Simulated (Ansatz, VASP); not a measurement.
## Two plane-wave programs on TePb

The input INCAR:

```
SYSTEM = TePb
ALGO = Normal
EDIFF = 1E-7
ENCUT = 520
GGA = PE
ISIF = 2
ISMEAR = -1
LASPH = .TRUE.
LCHARG = .TRUE.
LELF = .TRUE.
LREAL = .FALSE.
LVHAR = .TRUE.
LWAVE = .FALSE.
NBANDS = 17
NELM = 60
PREC = Accurate
SIGMA = 0.02
```

KPOINTS

```
k-points
0
G
  8 8 8
  0 0 0
```

POSCAR

```
TePb
1.0
    0.0000000000      3.4551036739      3.4551036739
    3.4551036739      0.0000000000      3.4551036739
    3.4551036739      3.4551036739      0.0000000000
Te Pb
1 1
Direct
    0.5000000000      0.5000000000      0.5000000000
    0.0000000000      0.0000000000      0.0000000000
```

Input for Ansatz:

```yaml
crystal:
  lattice:
    - [0.0, 3.4551036739, 3.4551036739]
    - [3.4551036739, 0.0, 3.4551036739]
    - [3.4551036739, 3.4551036739, 0.0]
  atoms:
    - { symbol: Te, position: [0.5, 0.5, 0.5] }
    - { symbol: Pb, position: [0.0, 0.0, 0.0] }
kpoints:
  mp_grid: { grid: [8, 8, 8] }
  band_path:
    path:
      - [0.0, 0.0, 0.0]
      - [0.5, 0.0, 0.5]
      - [0.625, 0.25, 0.625]
      - [0.375, 0.375, 0.75]
      - [0.5, 0.5, 0.5]
      - [0.5, 0.25, 0.75]
      - [0.0, 0.0, 0.5]
    npoints: 1
hamiltonian:
  xc: pbe
scf:
  occupations: { method: fermi_dirac, width: 0.02 }
  n_extra_bands: 4
output:
  forces: true
  stress: true
  eigenvalues: true
  write_density: true
  write_potential: true
  elf: true
  volumetric_format: npy
```

Change from the starting cell: hydrostatic strain +5.7%.

Alike in both runs: task single point; functional PBE; k mesh 8 × 8 × 8; occupations fermi-dirac, width 0.02 eV; no spin polarisation.

|  | VASP | Ansatz |
| --- | --- | --- |
| version | VASP 6.6.1 | Ansatz 0.2.0 |
| potentials or method | VASP PAW PBE potentials, release 64 (Te, Pb_d) | plane waves, PAW |
| plane-wave cutoff (eV) | 520 | 420 |
| valence electrons in the cell | 20 | 30 |

```tsv
	VASP	Ansatz	Ansatz less VASP
gap on the k mesh at the Fermi level (eV)	1.03	1.03	-0.003
pressure (GPa)	-4.2	-4.1	+0.03
```

The functional is the same, so the differences come from potentials, cutoffs and numerics. VASP's potentials hold 20 valence electrons a cell and Ansatz's 30, so a difference there can come from the potentials and not from the codes.

Spin-orbit coupling is off throughout.
